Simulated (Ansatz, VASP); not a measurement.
# Cs in VASP and in Ansatz

The input INCAR:

```
SYSTEM = Cs
  PREC = Accurate
  ENCUT = 520
  EDIFF = 1E-6
  ISMEAR = 0
  SIGMA = 0.02
  LREAL = .False.
  LASPH = .True.
  NELM = 100
  ALGO = Fast
  ISIF = 2
  LWAVE = .False.
  LCHARG = .False.
  GGA = RP
  NBANDS = 10
```

File KPOINTS:

```
Automatic mesh
0
Gamma
  6 6 6
  0 0 0
```

File POSCAR:

```
Cs
1.0
   -3.1284650614      3.1284650614      3.1284650614
    3.1284650614     -3.1284650614      3.1284650614
    3.1284650614      3.1284650614     -3.1284650614
Cs
1
Direct
    0.0000000000      0.0000000000      0.0000000000
```

The input input.yaml:

```yaml
crystal:
  lattice:
    - [-3.1284650614, 3.1284650614, 3.1284650614]
    - [3.1284650614, -3.1284650614, 3.1284650614]
    - [3.1284650614, 3.1284650614, -3.1284650614]
  atoms:
    - { symbol: Cs, position: [0.0, 0.0, 0.0] }
kpoints:
  mp_grid: { grid: [6, 6, 6] }
scf:
  occupations: { method: gaussian, width: 0.02 }
hamiltonian:
  xc: rpbe
  pseudopotentials: { kind: all_electron, lapw: { basis_error: 0.001 } }
output:
  forces: true
  stress: true
  eigenvalues: true
```

Alike in both runs: task single point; functional RPBE; k mesh 6 × 6 × 6; occupations gaussian, width 0.02 eV; no spin polarisation.

|  | VASP | Ansatz |
| --- | --- | --- |
| version | VASP 6.6.1 | Ansatz 0.2.0 |
| potentials or method | VASP PAW PBE potentials, release 64 (Cs_sv), cutoff 520 eV | all-electron LAPW, scalar-relativistic |

VASP gave:

- gap on the k mesh at the Fermi level (eV): none
- pressure (GPa): 0.1

What did Ansatz give for the same quantities?

gap on the k mesh at the Fermi level (eV): none; pressure (GPa): 0.2.

VASP's potentials were made for PBE, not for RPBE. A gap of «none» marks a metal or a gap that the smearing closes. Ansatz ran all-electron here, and VASP with PAW potentials.

Neither program's run includes spin-orbit coupling.
